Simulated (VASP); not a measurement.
# Se (P6/mmm) in VASP: a series of runs

Se is run at these levels: PBE; tasks: single point, relaxation of cell and atoms.

All numbers are computed with VASP 6.6.1; they aren't measurements. Logs are shortened: lines on timing, memory, paths and dates and some standing lists are left out, and cuts for length are marked.

### Step 1. The cell of the first run

It takes space group P6/mmm (No. 191, hexagonal). The conventional cell has a = 4.951 Å, b = 4.951 Å, c = 2.662 Å, α = 90.00°, β = 90.00°, γ = 120.00°. Within 3.5 Å of Se (site symmetry 6/mmm) lie 14 Se at 2.66 to 3.15 Å. Within 3.5 Å of Se (site symmetry -6m2) lie 11 Se at 2.66 to 3.15 Å.

This isn't the form of Se at room conditions, which is trigonal, of chains.

### Step 2. Single point, PBE

Input file INCAR:

```
SYSTEM = Se
PREC = Accurate
ENCUT = 520
EDIFF = 1E-7
ISMEAR = -1
SIGMA = 0.05
LREAL = .False.
LASPH = .True.
NELM = 60
ALGO = Normal
ISIF = 2
LWAVE = .False.
LCHARG = .False.
GGA = PE
NBANDS = 16
```

Input file KPOINTS:

```
Automatic mesh
0
Gamma
  8 8 11
  0 0 0
```

Input file POSCAR:

```
Se
1.0
    4.9513493703      0.0000000000      0.0000000000
   -2.4756746851      4.2879943377      0.0000000000
    0.0000000000      0.0000000000      2.6620219323
Se
3
Direct
    0.0000000000      0.0000000000      0.0000000000
    0.3333333333      0.6666666667      0.5000000000
    0.6666666667      0.3333333333      0.5000000000
```

Potentials or basis: VASP PAW PBE potentials, release 64 (Se).

Command:

```bash
> cat potpaw_PBE.64/Se/POTCAR > POTCAR
> mpirun -np 1 vasp_std > vasp.out
```

OUTCAR:

```text
SYSTEM = Se
   PREC = Accurate
   ENCUT = 520
   EDIFF = 1E-7
   ISMEAR = -1
   LREAL = .False.
   LASPH = .True.
   NELM = 60
   ISIF = 2
   GGA = PE

 ion  position               nearest neighbor table
   1  0.000  0.000  0.000-
   2  0.333  0.667  0.500-
   3  0.667  0.333  0.500-

  LATTYP: Found a hexagonal cell.
 ALAT       =     4.9513493703
 C/A-ratio  =     0.5376356490

  Lattice vectors:

 A1 = (   4.9513493703,   0.0000000000,   0.0000000000)
 A2 = (  -2.4756746851,   4.2879943377,   0.0000000000)
 A3 = (   0.0000000000,   0.0000000000,   2.6620219323)

Analysis of symmetry for initial positions (statically):
=====================================================================
 Subroutine PRICEL returns:
 Original cell was already a primitive cell.

 Routine SETGRP: Setting up the symmetry group for a
 hexagonal supercell.

 Subroutine GETGRP returns: Found 24 space group operations
 (whereof 24 operations were pure point group operations)
 out of a pool of 24 trial point group operations.

The static configuration has the point symmetry D_6h.

Analysis of symmetry for dynamics (positions and initial velocities):
=====================================================================
 Subroutine PRICEL returns:
 Original cell was already a primitive cell.

 Routine SETGRP: Setting up the symmetry group for a
 hexagonal supercell.

 Subroutine GETGRP returns: Found 24 space group operations
 (whereof 24 operations were pure point group operations)
 out of a pool of 24 trial point group operations.

The dynamic configuration has the point symmetry D_6h.

 Subroutine INISYM returns: Found 24 space group operations
 (whereof 24 operations are pure point group operations),
 and found     1 'primitive' translations

----------------------------------------------------------------------------------------

                                     Primitive cell

  volume of cell :      56.5183

  direct lattice vectors                    reciprocal lattice vectors
     4.951349370  0.000000000  0.000000000     0.201965146  0.116604632  0.000000000
    -2.475674685  4.287994338  0.000000000     0.000000000  0.233209263  0.000000000
     0.000000000  0.000000000  2.662021932     0.000000000  0.000000000  0.375654305

  length of vectors
     4.951349370  4.951349370  2.662021932     0.233209263  0.233209263  0.375654305

  position of ions in fractional coordinates (direct lattice)
     0.000000000  0.000000000  0.000000000
     0.333333333  0.666666667  0.500000000
     0.666666667  0.333333333  0.500000000

  ion indices of the primitive-cell ions
   primitive index   ion index
                 1           1
                 2           2
                 3           3

----------------------------------------------------------------------------------------

 KPOINTS: Automatic mesh

Automatic generation of k-mesh.
 Grid dimensions read from file:
 generate k-points for:    8    8   11

 Generating k-lattice:

  Cartesian coordinates                     Fractional coordinates (reciprocal lattice)
     0.025245643  0.014575579  0.000000000     0.125000000  0.000000000  0.000000000
     0.000000000  0.029151158  0.000000000     0.000000000  0.125000000  0.000000000
     0.000000000  0.000000000  0.034150391     0.000000000  0.000000000  0.090909091

  Length of vectors
     0.029151158  0.029151158  0.034150391

  Shift w.r.t. Gamma in fractional coordinates (k-lattice)
     0.000000000  0.000000000  0.000000000

 Subroutine IBZKPT returns following result:
 ===========================================

 Found     60 irreducible k-points:

 Following reciprocal coordinates:
            Coordinates               Weight
  0.000000  0.000000  0.000000      1.000000
  0.125000  0.000000  0.000000      6.000000
  0.250000  0.000000  0.000000      6.000000
  0.375000  0.000000  0.000000      6.000000
  0.500000  0.000000  0.000000      3.000000
  0.125000  0.125000  0.000000      6.000000
[... 16 lines left out ...]
  0.250000  0.000000  0.181818     12.000000
  0.375000  0.000000  0.181818     12.000000
 [... further k-points ...]
   k-points           NKPTS =     60   k-points in BZ     NKDIM =     60   number of bands    NBANDS=     16
   number of dos      NEDOS =    301   number of ions     NIONS =      3
   total plane-waves  NPLWV =  32000
   dimension x,y,z NGX =    40 NGY =   40 NGZ =   20
   dimension x,y,z NGXF=    80 NGYF=   80 NGZF=   40
   ions per type =               3
   NGX,Y,Z   is equivalent  to a cutoff of  13.43, 13.43, 12.49 a.u.
   NGXF,Y,Z  is equivalent  to a cutoff of  26.86, 26.86, 24.98 a.u.
 SYSTEM =  Se
   PREC   = accura    normal or accurate (medium, high low for compatibility)
   ISTART =      0    job   : 0-new  1-cont  2-samecut
   ICHARG =      2    charge: 1-file 2-atom 10-const
   ISPIN  =      1    spin polarized calculation?
   LNONCOLLINEAR =      F non collinear calculations
   LSORBIT =      F    spin-orbit coupling
   LASPH  =      T    aspherical Exc in radial PAW
   ENCUT  =  520.0 eV  38.22 Ry    6.18 a.u.   9.21  9.21  4.95*2*pi/ulx,y,z
   NELM   =     60;   NELMIN=  2; NELMDL= -5     # of ELM steps
   EDIFF  = 0.1E-06   stopping-criterion for ELM
   LREAL  =      F    real-space projection
   EDIFFG = 0.1E-05   stopping-criterion for IOM
   NSW    =      0    number of steps for IOM
   IBRION =     -1    ionic relax: 0-MD 1-quasi-New 2-CG
   NFREE  =      0    steps in history (QN), initial steepest desc. (CG)
   ISIF   =      2    stress and relaxation
   ISYM   =      2    0-nonsym 1-usesym 2-fastsym
   POTIM  = 0.5000    time-step for ionic-motion
   TEBEG  =    0.0;   TEEND  =   0.0 temperature during run
   PSTRESS=    0.0 pullay stress
   NELECT =      18.0000    total number of electrons
   NUPDOWN=      -1.0000    fix difference up-down
   EMIN   =  10.00;   EMAX   =-10.00  energy-range for DOS
   EFERMI =   0.00;   METHOD = LEGACY
   ISMEAR =    -1;   SIGMA  =   0.05  broadening in eV -4-tet -1-fermi 0-gaus
   EFERMI_NEDOS =   21; number of points for ismear=-14 and -15
   IALGO  =     38    algorithm
   IMIX   =      4    mixing-type and parameters
     AMIX     =   0.40;   BMIX     =  1.00
     AMIX_MAG =   1.60;   BMIX_MAG =  1.00
  volume/ion in A,a.u.               =      18.84       127.13
  Fermi-wavevector in a.u.,A,eV,Ry     =   1.117985  2.112685 17.005783  1.249890
  Thomas-Fermi vector in A             =   2.254612
   LORBIT       =      0    0 simple, 1 ext, 2 COOP (PROOUT), +10 PAW based schemes
   GGA     = PE    functional components
   LHFCALC =     F    Hartree Fock is set to
   AEXX    =    0.0000 exact exchange contribution
   IVDW    =     0    specifies the selected vdW correction
   LEPSILON=     F    determine dielectric tensor
   LRPA    =     F    only Hartree local field effects (RPA)
 non-spin polarized calculation
  energy-cutoff  :      520.00
  volume of cell :       56.52
 maximum number of plane-waves:      1538
 NGX is ok and might be reduce to    40
   NGX = 19   NGY = 19   NGZ =  9

 number of electron      17.9999998 magnetization

 Free energy of the ion-electron system (eV)
  ---------------------------------------------------
  ext. energy  EPLUGINS =         0.00000000
  ---------------------------------------------------
  free energy    TOTEN  =        -8.63595876 eV

  energy without entropy =       -8.62139155  energy(sigma->0) =       -8.62867515

 E-fermi :   6.5382     XC(G=0): -10.9263

 val. band max:        6.5305320466   @ k =   0.5000   0.0000   0.4545
 cond. band min:       6.5428498260   @ k =   0.2500   0.0000   0.0000
 fundamental gap:      0.0123177793
 Fermi energy:         6.5381880883

 k-point     1 :       0.0000    0.0000    0.0000
  band No.  band energies     occupation
      1     -10.4895      2.00000
      2      -6.7289      2.00000
      3      -6.5592      2.00000
      4       0.7166      2.00000
      5       0.7166      2.00000
      6       1.1251      2.00000
[... 8 lines left out ...]
     15      18.6646      0.00000
     16      18.6646      0.00000

 k-point     2 :       0.1250    0.0000    0.0000
  band No.  band energies     occupation
      1     -10.3848      2.00000
      2      -6.8894      2.00000
      3      -6.6923      2.00000
      4       0.0958      2.00000
      5       0.3828      2.00000
      6       1.9508      2.00000
[... 8 lines left out ...]
     15      17.9140      0.00000
     16      18.9144      0.00000

 k-point     3 :       0.2500    0.0000    0.0000
  band No.  band energies     occupation
      1     -10.0752      2.00000
      2      -7.3906      2.00000
      3      -6.9461      2.00000
      4      -0.4751      2.00000
      5       0.6807      2.00000
      6       3.1257      2.00000
[... 8 lines left out ...]
     15      16.9188      0.00000
     16      17.5181      0.00000

 k-point     4 :       0.3750    0.0000    0.0000
  band No.  band energies     occupation
      1      -9.5778      2.00000
      2      -8.1220      2.00000
      3      -7.1330      2.00000
      4      -0.8241      2.00000
      5       1.6240      2.00000
      6       4.4413      2.00000
[... 8 lines left out ...]
     15      16.4524      0.00000
     16      17.2233      0.00000
[... 324 lines left out ...]
 k-point    22 :       0.1250    0.0000    0.1818
  band No.  band energies     occupation
      1      -9.7607      2.00000
      2      -6.3041      2.00000
      3      -6.1654      2.00000
      4       0.6982      2.00000
      5       0.9715      2.00000
      6       2.5382      2.00000
[... 8 lines left out ...]
     15      17.3295      0.00000
     16      17.7183      0.00000

 k-point    23 :       0.2500    0.0000    0.1818
  band No.  band energies     occupation
      1      -9.4546      2.00000
      2      -6.8067      2.00000
      3      -6.3922      2.00000
      4       0.1417      2.00000
      5       1.2385      2.00000
      6       3.6705      2.00000
[... 8 lines left out ...]
     15      17.1354      0.00000
     16      17.7864      0.00000

 k-point    24 :       0.3750    0.0000    0.1818
  band No.  band energies     occupation
      1      -8.9642      2.00000
      2      -7.5247      2.00000
      3      -6.5669      2.00000
      4      -0.2008      2.00000
      5       2.1172      2.00000
      6       4.9221      2.00000
[... 8 lines left out ...]
     15      17.1005      0.00000
     16      17.5032      0.00000

 [... further k-points ...]
[... 5 lines left out ...]
  --------------------------------------------------------------------------------------
  -------------------------------------------------------------------------------------
  Total        3.0451350      3.0451350      3.0577723      0.0000000     -0.0000000      0.0000000
  in kB       86.3232386     86.3232386     86.6814792      0.0000000     -0.0000000      0.0000000
  external PRESSURE =      86.4426521 kB  Pullay stress =       0.0000000 kB

 VOLUME and BASIS-vectors are now :
 -----------------------------------------------------------------------------
  energy-cutoff  :      520.00
  volume of cell :       56.52
      direct lattice vectors                 reciprocal lattice vectors
     4.951349370  0.000000000  0.000000000     0.201965146  0.116604632  0.000000000
    -2.475674685  4.287994338  0.000000000     0.000000000  0.233209263  0.000000000
     0.000000000  0.000000000  2.662021932     0.000000000  0.000000000  0.375654305

 POSITION                                       TOTAL-FORCE (eV/Angst)
 -----------------------------------------------------------------------------------
      0.00000      0.00000      0.00000         0.000000      0.000000      0.000000
     -0.00000      2.85866      1.33101        -0.000000      0.000000      0.000000
      2.47567      1.42933      1.33101         0.000000     -0.000000      0.000000
 -----------------------------------------------------------------------------------
    total drift:                                0.000000     -0.000000      0.000000

  FREE ENERGIE OF THE ION-ELECTRON SYSTEM (eV)
  ---------------------------------------------------
  free  energy   TOTEN  =        -8.6359587619 eV

  energy  without entropy=       -8.6213915474  energy(sigma->0) =       -8.62867515
```

It took 45 s on 1 thread of Intel Xeon 8259CL, shared host; peak memory 0.2 GiB.

Results:

```yaml
Free_energy: -8.6360 eV
Pressure: 8.6 GPa
Band_gap_on_the_k_mesh: zero (bands 9 and 10 overlap by 5.36 eV)
```

Caveat: the cell stands under pressure.

### Step 3. Relaxation of cell and atoms, PBE, target pressure 8.6 GPa, at which the enthalpy is minimised

This run uses another cell than the first one, of 18.49 Å³/atom.

Input file INCAR:

```
ALGO = Normal
EDIFF = 1E-6
EDIFFG = -0.005
ENCUT = 600
GGA = PE
IBRION = 2
ISIF = 3
ISMEAR = -1
LASPH = True
LCHARG = False
LREAL = False
LWAVE = False
NELM = 60
NSW = 60
PREC = Accurate
PSTRESS = 86.0
SIGMA = 0.05
```

Input file KPOINTS:

```
k-points
0
Gamma
  8 8 11
```

Input file POSCAR:

```
Se
1.0
    4.6918727755      0.0000000000      0.0000000000
   -2.3459363877      4.0632810149      0.0000000000
    0.0000000000      0.0000000000      2.9089611208
Se
3
Direct
    0.0000000000      0.0000000000      0.0000000000
    0.3333333333      0.6666666667      0.5000000000
    0.6666666667      0.3333333333      0.5000000000
```

Potentials or basis: VASP PAW PBE potentials, release 64 (Se).

Command:

```bash
> cat potpaw_PBE.64/Se/POTCAR > POTCAR
> mpirun -np 1 vasp_std > vasp.out
```

OUTCAR:

```text
EDIFF = 1E-6
   EDIFFG = -0.005
   ENCUT = 600
   GGA = PE
   IBRION = 2
   ISIF = 3
   ISMEAR = -1
   LASPH = True
   LREAL = False
   NELM = 60
   NSW = 60
   PREC = Accurate
   PSTRESS = 86.0

 ion  position               nearest neighbor table
   1  0.000  0.000  0.000-
   2  0.333  0.667  0.500-   3 2.71   3 2.71   3 2.71
   3  0.667  0.333  0.500-   2 2.71   2 2.71   2 2.71

  LATTYP: Found a hexagonal cell.
 ALAT       =     4.6918727755
 C/A-ratio  =     0.6200000000

  Lattice vectors:

 A1 = (   4.6918727755,   0.0000000000,   0.0000000000)
 A2 = (  -2.3459363877,   4.0632810149,   0.0000000000)
 A3 = (   0.0000000000,   0.0000000000,   2.9089611208)

Analysis of symmetry for initial positions (statically):
=====================================================================
[... 383 lines left out ...]

 val. band max:        6.5237005342   @ k =   0.5000   0.0000   0.4545
 cond. band min:       6.5360658188   @ k =   0.2500   0.0000   0.0000
 fundamental gap:      0.0123652846
 Fermi energy:         6.5314309685

 k-point     1 :       0.0000    0.0000    0.0000
  band No.  band energies     occupation
      1     -10.4911      2.00000
      2      -6.7335      2.00000
      3      -6.5642      2.00000
      4       0.7138      2.00000
      5       0.7138      2.00000
      6       1.1222      2.00000
      7       1.1222      2.00000
      8       8.8074      0.00000
      9       8.9436      0.00000
     10       8.9436      0.00000
     11      11.3307      0.00000
     12      11.6129      0.00000
     13      14.6716      0.00000
[... 354 lines left out ...]
  band No.  band energies     occupation
      1      -8.9668      2.00000
      2      -7.5284      2.00000
      3      -6.5717      2.00000
      4      -0.2032      2.00000
      5       2.1127      2.00000
      6       4.9171      2.00000
      7       4.9649      2.00000
      8       5.1751      2.00000
      9       6.2594      1.99137
     10       6.9710      0.00030
     11       7.3950      0.00000
     12       7.5036      0.00000
     13      14.4261      0.00000

 [... further k-points ...]
[... 5 lines left out ...]
  --------------------------------------------------------------------------------------
  -------------------------------------------------------------------------------------
  Total        3.0320127      3.0320127      3.0337572      0.0000000      0.0000000      0.0000000
  in kB       85.9081600     85.9081600     85.9575877      0.0000000      0.0000000      0.0000000
  external PRESSURE =      -0.0753641 kB  Pullay stress =      86.0000000 kB
[... 22 lines left out ...]
  energy  without entropy=       -8.6230897690  energy(sigma->0) =       -8.63037864

  enthalpy is  TOTEN    =        -5.6024134668 eV   P V=        3.0352540504

 reached required accuracy - stopping structural energy minimisation
```

OSZICAR:

```text
N       E                     dE             d eps       ncg     rms          rms(c)
DAV:   1     0.866118243598E+02    0.86612E+02   -0.87765E+03  1560   0.137E+03
DAV:   2    -0.369072944556E+01   -0.90303E+02   -0.86737E+02  2185   0.196E+02
DAV:   3    -0.843659039188E+01   -0.47459E+01   -0.46836E+01  1795   0.479E+01
[... 96 lines left out ...]
       N       E                     dE             d eps       ncg     rms          rms(c)
DAV:   1    -0.863770165776E+01   -0.10167E-02   -0.23144E-03  1680   0.306E-01    0.283E-02
DAV:   2    -0.863767989924E+01    0.21759E-04   -0.74460E-05  1730   0.605E-02    0.157E-02
DAV:   3    -0.863766739998E+01    0.12499E-04   -0.28854E-05  1730   0.346E-02    0.279E-03
DAV:   4    -0.863766751724E+01   -0.11727E-06   -0.11837E-06   985   0.761E-03
  12 F= -.56024135E+01 E0= -.55951246E+01  d E =-.302239E-03
```

It took 4.2 min on 1 thread of Intel Xeon 8259CL, shared host; peak memory 0.23 GiB.

What came out:

```
Free energy                                                : -8.6377 eV
Relaxed volume                                             : 18.85 Å³/atom
Relaxed cell                                               : a = 4.952 Å, b = 4.952 Å, c = 2.663 Å, α = 90.00°, β = 90.00°, γ = 120.00°
Space group after relaxing (to 0.1 Å)                      : P6/mmm (No. 191)
Energy change on relaxing (the run minimises the enthalpy) : -66.6 meV/atom
Ionic steps                                                : 12
Pressure after relaxing                                    : 8.6 GPa
Band gap on the k mesh                                     : zero (bands 9 and 10 overlap by 5.36 eV)
```

The path:
| step | energy change (eV) | largest force (eV/Å) | pressure (GPa) | volume (Å³) |
| --- | --- | --- | --- | --- |
| 1 | 0.0000 | 0.0000 | 10.52 | 55.46 |
| 2 | -0.1086 | 0.0000 | 6.89 | 57.25 |
| 3 | -0.0920 | 0.0000 | 7.49 | 56.93 |
| 4 | -0.1204 | 0.0000 | 7.04 | 57.05 |
| 5 | -0.2179 | 0.0000 | 6.86 | 57.27 |
| 6 | 0.0032 | 0.0000 | 14.11 | 57.02 |
| 7 | -0.2336 | 0.0000 | 7.62 | 57.30 |
| 8 | -0.2369 | 0.0000 | 7.27 | 57.30 |
| 9 | -0.1221 | 0.0000 | 11.25 | 55.31 |
| 10 | -0.2033 | 0.0000 | 8.55 | 56.62 |
| 11 | -0.1988 | 0.0000 | 8.62 | 56.53 |
| 12 | -0.1998 | 0.0000 | 8.59 | 56.55 |

Final structure:
```
Se
1.0
     4.95209    0.00000    0.00000
    -2.47604    4.28863    0.00000
     0.00000    0.00000    2.66256
Se
3
Direct
  0.00000 0.00000 0.00000
  0.33333 0.66667 0.50000
  0.66667 0.33333 0.50000
```

Caveat: the cell is relaxed towards a set pressure, so the run minimises the enthalpy, not the energy.
